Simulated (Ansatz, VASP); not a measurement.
# One calculation of InP, two programs

```
In P
1.0
     0.00000    2.77016    2.72861
     2.77016    0.00000    2.72861
     2.77016    2.77016    0.00000
In P
1 1
Direct
  0.00000 0.00000 0.00000
  0.50000 0.50000 0.50000
```

Change from the starting cell: strain +0.000 along x and y, -0.015 along z, atoms carried along.

Alike in both runs: task single point; functional PBE; k mesh 18 × 18 × 18; occupations gaussian, width 0.15 eV; no spin polarisation.

|  | VASP | Ansatz |
| --- | --- | --- |
| version | VASP 6.6.1 | Ansatz 0.2.0 |
| potentials or method | VASP PAW PBE potentials, release 64 (In_d, P), cutoff 520 eV | scalar-relativistic, plane waves, PAW |
| valence electrons in the cell | 18 | 18 |

|  | VASP | Ansatz | Ansatz less VASP |
| --- | --- | --- | --- |
| gap on the k mesh at the Fermi level (eV) | none | none | - |
| pressure (GPa) | 1.2 | 1.2 | +0.03 |
| traceless stress, the component that is largest in VASP (GPa) | 1.22 | 1.22 | +0.005 |

A gap of «none» marks a metal or a gap that the smearing closes.
